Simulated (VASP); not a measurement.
# Al (Im-3m) in VASP: a series of runs

Al is run at these levels: LDA; tasks: single point, relaxation of cell and atoms.

Program: VASP 6.6.1. These are calculated values, not measurements. Logs are shortened: lines on timing, memory, paths and dates and some standing lists are left out, and cuts for length are marked.

### 1 The cell of the first run

The structure is cubic, space group Im-3m (No. 229). The conventional cell has a = 3.182 Å, b = 3.182 Å, c = 3.182 Å, α = 90.00°, β = 90.00°, γ = 90.00°. Within 3.6 Å of Al (site symmetry m-3m) lie 14 Al at 2.76 to 3.18 Å.

### 2 Single point, LDA

Contents of INCAR:

```
SYSTEM = Al
PREC = Accurate ; ENCUT = 520
EDIFF = 1E-6 ; ISMEAR = 0
SIGMA = 0.05 ; LREAL = .FALSE.
LASPH = .TRUE. ; NELM = 80
ALGO = Fast ; ISIF = 2
LWAVE = .FALSE. ; LCHARG = .FALSE.
NBANDS = 8
```

Contents of KPOINTS:

```
Automatic mesh
0
G
  12 12 12
  0 0 0
```

Contents of POSCAR:

```
Al
1.0
   -1.5912186900      1.5912186900      1.5912186900
    1.5912186900     -1.5912186900      1.5912186900
    1.5912186900      1.5912186900     -1.5912186900
Al
1
Direct
    0.0000000000      0.0000000000      0.0000000000
```

Potentials or basis: VASP PAW LDA potentials, release 64 (Al).

The run is started by

```
cat potpaw_LDA.64/Al/POTCAR > POTCAR
mpirun -np 1 vasp_std > vasp.out
```

OUTCAR:

```text
SYSTEM = Al
   PREC = Accurate
   ENCUT = 520
   EDIFF = 1E-6
   ISMEAR = 0
   LREAL = .FALSE.
   LASPH = .TRUE.
   NELM = 80
   ISIF = 2

 ion  position               nearest neighbor table
   1  0.000  0.000  0.000-

  LATTYP: Found a body centered cubic cell.
 ALAT       =     3.1824373800

  Lattice vectors:

 A1 = (  -1.5912186900,   1.5912186900,   1.5912186900)
 A2 = (   1.5912186900,  -1.5912186900,   1.5912186900)
 A3 = (   1.5912186900,   1.5912186900,  -1.5912186900)

Analysis of symmetry for initial positions (statically):
=====================================================================
 Subroutine PRICEL returns:
 Original cell was already a primitive cell.

 Routine SETGRP: Setting up the symmetry group for a
 body centered cubic supercell.

 Subroutine GETGRP returns: Found 48 space group operations
[... 9 lines left out ...]

 Routine SETGRP: Setting up the symmetry group for a
 body centered cubic supercell.

 Subroutine GETGRP returns: Found 48 space group operations
[... 11 lines left out ...]
                                     Primitive cell

  volume of cell :      16.1157

  direct lattice vectors                    reciprocal lattice vectors
    -1.591218690  1.591218690  1.591218690     0.000000000  0.314224565  0.314224565
     1.591218690 -1.591218690  1.591218690     0.314224565  0.000000000  0.314224565
     1.591218690  1.591218690 -1.591218690     0.314224565  0.314224565  0.000000000

  length of vectors
     2.756071617  2.756071617  2.756071617     0.444380641  0.444380641  0.444380641

  position of ions in fractional coordinates (direct lattice)
     0.000000000  0.000000000  0.000000000

  ion indices of the primitive-cell ions
   primitive index   ion index
                 1           1

----------------------------------------------------------------------------------------

 KPOINTS: Automatic mesh

Automatic generation of k-mesh.
 Grid dimensions read from file:
 generate k-points for:   12   12   12

 Generating k-lattice:

  Cartesian coordinates                     Fractional coordinates (reciprocal lattice)
     0.000000000  0.026185380  0.026185380     0.083333333  0.000000000  0.000000000
     0.026185380  0.000000000  0.026185380     0.000000000  0.083333333  0.000000000
     0.026185380  0.026185380  0.000000000     0.000000000  0.000000000  0.083333333

  Length of vectors
     0.037031720  0.037031720  0.037031720

  Shift w.r.t. Gamma in fractional coordinates (k-lattice)
     0.000000000  0.000000000  0.000000000

 Subroutine IBZKPT returns following result:
 ===========================================

 Found     72 irreducible k-points:

 Following reciprocal coordinates:
            Coordinates               Weight
  0.000000  0.000000  0.000000      1.000000
  0.083333  0.000000  0.000000     12.000000
  0.166667  0.000000  0.000000     12.000000
  0.250000  0.000000  0.000000     12.000000
  0.333333  0.000000  0.000000     12.000000
  0.416667  0.000000  0.000000     12.000000
[... 16 lines left out ...]
  0.333333  0.083333  0.083333     24.000000
  0.416667  0.083333  0.083333     12.000000
 [... further k-points ...]
   k-points           NKPTS =     72   k-points in BZ     NKDIM =     72   number of bands    NBANDS=      8
   number of dos      NEDOS =    301   number of ions     NIONS =      1
   total plane-waves  NPLWV =   8000
   dimension x,y,z NGX =    20 NGY =   20 NGZ =   20
   dimension x,y,z NGXF=    40 NGYF=   40 NGZF=   40
   ions per type =               1
   NGX,Y,Z   is equivalent  to a cutoff of  12.06, 12.06, 12.06 a.u.
   NGXF,Y,Z  is equivalent  to a cutoff of  24.13, 24.13, 24.13 a.u.
 SYSTEM =  Al
   PREC   = accura    normal or accurate (medium, high low for compatibility)
   ISTART =      0    job   : 0-new  1-cont  2-samecut
   ICHARG =      2    charge: 1-file 2-atom 10-const
   ISPIN  =      1    spin polarized calculation?
   LNONCOLLINEAR =      F non collinear calculations
   LSORBIT =      F    spin-orbit coupling
   LASPH  =      T    aspherical Exc in radial PAW
   ENCUT  =  520.0 eV  38.22 Ry    6.18 a.u.   5.12  5.12  5.12*2*pi/ulx,y,z
   NELM   =     80;   NELMIN=  2; NELMDL= -5     # of ELM steps
   EDIFF  = 0.1E-05   stopping-criterion for ELM
   LREAL  =      F    real-space projection
   EDIFFG = 0.1E-04   stopping-criterion for IOM
   NSW    =      0    number of steps for IOM
   IBRION =     -1    ionic relax: 0-MD 1-quasi-New 2-CG
   NFREE  =      0    steps in history (QN), initial steepest desc. (CG)
   ISIF   =      2    stress and relaxation
   ISYM   =      2    0-nonsym 1-usesym 2-fastsym
   POTIM  = 0.5000    time-step for ionic-motion
   TEBEG  =    0.0;   TEEND  =   0.0 temperature during run
   PSTRESS=    0.0 pullay stress
   NELECT =       3.0000    total number of electrons
   NUPDOWN=      -1.0000    fix difference up-down
   EMIN   =  10.00;   EMAX   =-10.00  energy-range for DOS
   EFERMI =   0.00;   METHOD = LEGACY
   ISMEAR =     0;   SIGMA  =   0.05  broadening in eV -4-tet -1-fermi 0-gaus
   EFERMI_NEDOS =   21; number of points for ismear=-14 and -15
   IALGO  =     68    algorithm
   IMIX   =      4    mixing-type and parameters
     AMIX     =   0.40;   BMIX     =  1.00
     AMIX_MAG =   1.60;   BMIX_MAG =  1.00
  volume/ion in A,a.u.               =      16.12       108.75
  Fermi-wavevector in a.u.,A,eV,Ry     =   0.934757  1.766435 11.888371  0.873771
  Thomas-Fermi vector in A             =   2.061595
   LORBIT       =      0    0 simple, 1 ext, 2 COOP (PROOUT), +10 PAW based schemes
   GGA     = CA    functional components
   LHFCALC =     F    Hartree Fock is set to
   AEXX    =    0.0000 exact exchange contribution
   IVDW    =     0    specifies the selected vdW correction
   LEPSILON=     F    determine dielectric tensor
   LRPA    =     F    only Hartree local field effects (RPA)
 non-spin polarized calculation
 RMM-DIIS sequential band-by-band and
 Gauss-broadening in eV      SIGMA  =   0.05
  energy-cutoff  :      520.00
  volume of cell :       16.12
 maximum number of plane-waves:       466
   NGX = 11   NGY = 11   NGZ = 11

 number of electron       3.0000000 magnetization

 Free energy of the ion-electron system (eV)
  ---------------------------------------------------
  ext. energy  EPLUGINS =         0.00000000
  ---------------------------------------------------
  free energy    TOTEN  =        -4.08599436 eV

  energy without entropy =       -4.08553859  energy(sigma->0) =       -4.08576647

 E-fermi :   8.0014     XC(G=0): -10.4348

 val. band max:        7.9234494699   @ k =   0.3333   0.0833   0.0000
 cond. band min:       8.0188978575   @ k =   0.3333   0.2500   0.0833
 fundamental gap:      0.0954483876
 Fermi energy:         8.0014363683

 k-point     1 :       0.0000    0.0000    0.0000
  band No.  band energies     occupation
      1      -3.2204      2.00000
      2      21.3744      0.00000
      3      21.3744      0.00000
      4      21.3744      0.00000
      5      22.8113      0.00000
      6      22.8113      0.00000
      7      22.8113      0.00000
      8      24.5059      0.00000

 k-point     2 :       0.0833    0.0000    0.0000
  band No.  band energies     occupation
      1      -3.0179      2.00000
      2      19.1983      0.00000
      3      20.1733      0.00000
      4      20.6341      0.00000
      5      22.0784      0.00000
      6      23.2036      0.00000
      7      23.6915      0.00000
      8      24.3473      0.00000

 k-point     3 :       0.1667    0.0000    0.0000
  band No.  band energies     occupation
      1      -2.4123      2.00000
      2      15.7718      0.00000
      3      18.7787      0.00000
      4      19.2901      0.00000
      5      20.7988      0.00000
      6      22.0202      0.00000
      7      24.7010      0.00000
      8      25.0119      0.00000

 k-point     4 :       0.2500    0.0000    0.0000
  band No.  band energies     occupation
      1      -1.4087      2.00000
      2      12.3791      0.00000
      3      17.6749      0.00000
      4      18.0593      0.00000
      5      19.6616      0.00000
      6      21.0279      0.00000
      7      25.7719      0.00000
      8      25.8973      0.00000

 k-point     5 :       0.3333    0.0000    0.0000
  band No.  band energies     occupation
      1      -0.0159      2.00000
      2       9.2390      0.00000
      3      16.8863      0.00000
      4      17.1319      0.00000
      5      18.8176      0.00000
      6      20.2495      0.00000
      7      26.8210      0.00000
      8      27.3592      0.00000

 k-point     6 :       0.4167    0.0000    0.0000
  band No.  band energies     occupation
      1       1.7529      2.00000
      2       6.4132      2.00000
      3      16.4143      0.00000
      4      16.5632      0.00000
      5      18.3042      0.00000
      6      19.7523      0.00000
      7      28.0515      0.00000
      8      29.0184      0.00000

 k-point     7 :       0.5000    0.0000    0.0000
  band No.  band energies     occupation
      1       3.6743      2.00000
      2       4.1385      2.00000
      3      16.2573      0.00000
      4      16.3720      0.00000
      5      18.1322      0.00000
      6      19.5815      0.00000
      7      28.8418      0.00000
      8      30.1330      0.00000

 k-point     8 :       0.0833    0.0833    0.0000
  band No.  band energies     occupation
      1      -2.6138      2.00000
      2      17.5181      0.00000
      3      17.6808      0.00000
      4      19.5308      0.00000
      5      22.2122      0.00000
      6      22.4668      0.00000
      7      24.2832      0.00000
      8      24.7741      0.00000

 k-point     9 :       0.1667    0.0833    0.0000
  band No.  band energies     occupation
      1      -1.8092      2.00000
      2      14.1682      0.00000
      3      16.2428      0.00000
      4      18.2949      0.00000
      5      21.1903      0.00000
      6      22.4694      0.00000
      7      24.2988      0.00000
      8      26.3918      0.00000

 k-point    10 :       0.2500    0.0833    0.0000
  band No.  band energies     occupation
      1      -0.6111      2.00000
      2      10.9045      0.00000
      3      15.1847      0.00000
      4      17.3013      0.00000
      5      20.2040      0.00000
      6      22.1089      0.00000
      7      24.8863      0.00000
      8      27.9806      0.00000
[... 78 lines left out ...]
 k-point    18 :       0.3333    0.2500   -0.0000
  band No.  band energies     occupation
      1       4.0627      2.00000
      2       6.3960      2.00000
      3       8.7532      0.00000
      4      15.4003      0.00000
      5      22.2194      0.00000
      6      24.1833      0.00000
      7      25.9443      0.00000
      8      29.2961      0.00000

 k-point    19 :       0.3333    0.3333    0.0000
  band No.  band energies     occupation
      1       5.9220      2.00000
      2       5.9220      2.00000
      3       6.8332      2.00000
      4      15.2314      0.00000
      5      23.9592      0.00000
      6      23.9592      0.00000
      7      24.3166      0.00000
      8      31.7557      0.00000

 k-point    20 :       0.0833    0.0833    0.0833
  band No.  band energies     occupation
      1      -2.0100      2.00000
      2      15.9797      0.00000
      3      15.9797      0.00000
      4      16.4661      0.00000
      5      24.0513      0.00000
      6      24.0513      0.00000
      7      24.4951      0.00000
      8      24.4951      0.00000

 k-point    21 :       0.1667    0.0833    0.0833
  band No.  band energies     occupation
      1      -1.0093      2.00000
      2      12.7157      0.00000
      3      14.7062      0.00000
      4      15.2132      0.00000
      5      23.4391      0.00000
      6      23.8148      0.00000
      7      25.8098      0.00000
      8      25.8832      0.00000

 k-point    22 :       0.2500    0.0833    0.0833
  band No.  band energies     occupation
      1       0.3794      2.00000
      2       9.6009      0.00000
      3      13.7791      0.00000
      4      14.3589      0.00000
      5      22.7505      0.00000
      6      23.1991      0.00000
      7      27.0651      0.00000
      8      27.4943      0.00000

 k-point    23 :       0.3333    0.0833    0.0833
  band No.  band energies     occupation
      1       2.1426      2.00000
      2       6.7895      2.00000
      3      13.2186      0.00000
      4      13.8409      0.00000
      5      22.2829      0.00000
      6      22.7878      0.00000
      7      28.3116      0.00000
      8      29.2320      0.00000

 k-point    24 :       0.4167    0.0833    0.0833
  band No.  band energies     occupation
      1       4.0483      2.00000
      2       4.5329      2.00000
      3      13.0312      0.00000
      4      13.6672      0.00000
      5      22.1209      0.00000
      6      22.6447      0.00000
      7      29.0780      0.00000
      8      30.3575      0.00000

 [... further k-points ...]
[... 5 lines left out ...]
  --------------------------------------------------------------------------------------
  -------------------------------------------------------------------------------------
  Total        0.0568884      0.0568884      0.0568884      0.0000000     -0.0000000      0.0000000
  in kB        5.6556830      5.6556830      5.6556830      0.0000000     -0.0000000      0.0000000
  external PRESSURE =       5.6556830 kB  Pullay stress =       0.0000000 kB

 VOLUME and BASIS-vectors are now :
 -----------------------------------------------------------------------------
  energy-cutoff  :      520.00
  volume of cell :       16.12
      direct lattice vectors                 reciprocal lattice vectors
    -1.591218690  1.591218690  1.591218690     0.000000000  0.314224565  0.314224565
     1.591218690 -1.591218690  1.591218690     0.314224565  0.000000000  0.314224565
     1.591218690  1.591218690 -1.591218690     0.314224565  0.314224565  0.000000000

 POSITION                                       TOTAL-FORCE (eV/Angst)
 -----------------------------------------------------------------------------------
      0.00000      0.00000      0.00000         0.000000      0.000000     -0.000000
 -----------------------------------------------------------------------------------
    total drift:                                0.000000      0.000000     -0.000000

  FREE ENERGIE OF THE ION-ELECTRON SYSTEM (eV)
  ---------------------------------------------------
  free  energy   TOTEN  =        -4.0859943559 eV

  energy  without entropy=       -4.0855385889  energy(sigma->0) =       -4.08576647
```

Wall time 3.3 s (1 thread of Intel Xeon 6975P-C, shared host); peak memory 0.11 GiB.

What came out:

* Free energy: -4.0860 eV
* Pressure: 0.6 GPa

Levels at points of the mesh, in eV from the Fermi level:
| k point | band 1 | band 2 | band 3 | band 4 | band 5 | band 6 |
| --- | --- | --- | --- | --- | --- | --- |
| (0.00, 0.00, 0.00) | -11.22 | 13.37 | 13.37 | 13.37 | 14.81 | 14.81 |
| (0.50, 0.00, 0.00) | -4.33 | -3.86 | 8.26 | 8.37 | 10.13 | 11.58 |
| (0.50, 0.50, 0.50) | 1.92 | 1.92 | 1.92 | 3.06 | 3.06 | 5.70 |

### 3 Single point, LDA

This run uses another cell than the first one, of 16.21 Å³/atom, 1.006 times its volume.

Contents of INCAR:

```
PREC = Accurate
ENCUT = 520
EDIFF = 1E-6
ISMEAR = 0
SIGMA = 0.01
LREAL = F
LASPH = T
NELM = 80
ALGO = Normal
ISIF = 2
LWAVE = F
LCHARG = T
GGA = CA
LELF = T
LVHAR = T
NBANDS = 8
```

Contents of KPOINTS:

```
Automatic mesh
0
Gamma
  12 12 12
```

Contents of POSCAR:

```
Al
1.0
   -1.5944258774      1.5944258774      1.5944258774
    1.5944258774     -1.5944258774      1.5944258774
    1.5944258774      1.5944258774     -1.5944258774
Al
1
Direct
    0.0000000000      0.0000000000      0.0000000000
```

Potentials or basis: VASP PAW LDA potentials, release 64 (Al).

The run is started by

```
cat potpaw_LDA.64/Al/POTCAR > POTCAR
mpirun -np 1 vasp_std > vasp.out
```

Run time: 3.4 s. Hardware: 1 thread of Intel Xeon 6975P-C, shared host; peak memory 0.12 GiB.

Results (log left out):

```
Free energy : -4.0859 eV
Pressure    : 0.1 GPa
```

Levels at points of the mesh, in eV from the Fermi level:
| k point | band 1 | band 2 | band 3 | band 4 | band 5 |
| --- | --- | --- | --- | --- | --- |
| (0.00, 0.00, 0.00) | -11.19 | 13.33 | 13.33 | 13.33 | 14.71 |
| (0.50, 0.00, 0.00) | -4.31 | -3.86 | 8.20 | 8.35 | 10.08 |
| (0.50, 0.50, 0.50) | 1.90 | 1.90 | 1.90 | 3.06 | 3.06 |

### 4 Relaxation of cell and atoms, LDA

Contents of INCAR:

```
SYSTEM = Al
ALGO = Normal
EDIFF = 1E-7
EDIFFG = -0.01
ENCUT = 600
GGA = CA
IBRION = 2
ISIF = 3
ISMEAR = 0
LASPH = .TRUE.
LCHARG = .FALSE.
LREAL = .FALSE.
LWAVE = .FALSE.
NELM = 80
NSW = 60
PREC = Accurate
SIGMA = 0.01
```

Contents of KPOINTS:

```
k-points
0
G
  12 12 12
  0 0 0
```

Contents of POSCAR:

```
Al
1.0
   -1.5912186900      1.5912186900      1.5912186900
    1.5912186900     -1.5912186900      1.5912186900
    1.5912186900      1.5912186900     -1.5912186900
Al
1
Direct
    0.0000000000      0.0000000000      0.0000000000
```

The run is started by

```
cat potpaw_LDA.64/Al/POTCAR > POTCAR
mpirun -np 1 vasp_std > vasp.out
```

Wall time 3.6 s (1 thread of Intel Xeon 6975P-C, shared host); peak memory 0.12 GiB.

The run converged. Its results:

```
Free energy                            : -4.0859 eV
Relaxed volume                         : 16.25 Å³/atom
Relaxed cell                           : a = 2.764 Å, b = 2.764 Å, c = 2.764 Å, α = 109.47°, β = 109.47°, γ = 109.47°
Space group after relaxing (to 0.05 Å) : Im-3m (No. 229)
Energy gained by relaxing              : 0.2 meV/atom
Ionic steps                            : 2
Pressure after relaxing                : -0.1 GPa
```

The path:
```csv
step,energy change (eV),largest force (eV/Å),pressure (GPa),volume (Å³)
1,0.0000,0.0000,0.56,16.12
2,-0.0002,0.0000,-0.07,16.25
```

Final structure:
```
Al
1.0
    -1.59554    1.59554    1.59554
     1.59554   -1.59554    1.59554
     1.59554    1.59554   -1.59554
Al
1
Cartesian
  0.0000 0.0000 0.0000
```

Levels at points of the mesh, in eV from the Fermi level:
| k point | band 1 | band 2 | band 3 | band 4 |
| --- | --- | --- | --- | --- |
| (0.00, 0.00, 0.00) | -11.17 | 13.32 | 13.32 | 13.32 |
| (0.50, 0.00, 0.00) | -4.30 | -3.86 | 8.19 | 8.35 |
| (0.50, 0.50, 0.50) | 1.90 | 1.90 | 1.90 | 3.06 |

### 5 Summary

```tsv
task	cell	cutoff (eV)	smearing	gap on the mesh (eV)	pressure (GPa)
single point	a = 2.756 Å, angles 109.5°, 1 atom	520	gaussian 0.05 eV	none	0.6
single point	a = 2.762 Å, angles 109.5°, 1 atom	520	gaussian 0.01 eV	none	0.1
relaxation of cell and atoms	relaxed from a = 2.756 Å, angles 109.5°, 1 atom	600	gaussian 0.01 eV	none	-0.1
```

Alike in all rows: level LDA; potentials or basis VASP PAW LDA potentials, release 64 (Al); no spin polarisation; k mesh 12 × 12 × 12.

Total energies depend on the potentials used, so only differences within one code and one set of settings carry meaning.
